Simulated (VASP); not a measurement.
A run of VASP 6.6.1 is set up as follows.

File INCAR:

```
SYSTEM = GaN
PREC = Accurate
ENCUT = 520
EDIFF = 1E-8
ISMEAR = 0
SIGMA = 0.01
LREAL = .False.
LASPH = .True.
NELM = 80
ALGO = Normal
ISIF = 2
LWAVE = .False.
LCHARG = .False.
GGA = PS
NBANDS = 26
IBRION = 8
NSW = 1
LEPSILON = .True.
```

The input KPOINTS:

```
Automatic mesh
0
Gamma
  8 8 5
  0 0 0
```

Contents of POSCAR:

```
GaN
1.0
    3.1800000000      0.0000000000      0.0000000000
   -1.5900000000      2.7539607840      0.0000000000
    0.0000000000      0.0000000000      5.1660000000
Ga N
2 2
Direct
    0.6666666667      0.3333333333      0.5000000000
    0.3333333333      0.6666666667      0.0000000000
    0.6666666667      0.3333333333      0.8750000000
    0.3333333333      0.6666666667      0.3750000000
```

Potentials or basis: VASP PAW PBE potentials, release 64 (Ga_d, N).

Command:

```sh
$ cat potpaw_PBE.64/Ga_d/POTCAR potpaw_PBE.64/N/POTCAR > POTCAR
$ mpirun -np 1 vasp_std > vasp.out
```

Predict the electronic dielectric tensor (diagonal).

5.89, 5.89, 5.99.

Predict the Born charges (mean of the diagonal).

Ga +2.65; N -2.65 e.

What does it give for the highest phonon frequency at Γ, LO-TO splitting left out?

693 cm⁻¹.

Phonon frequencies in cm⁻¹ (negative: imaginary):
```csv
q point,frequencies
"(0.000, 0.000, 0.000)",0 0 0 135 135 334 538 538 539 548 548 693
```
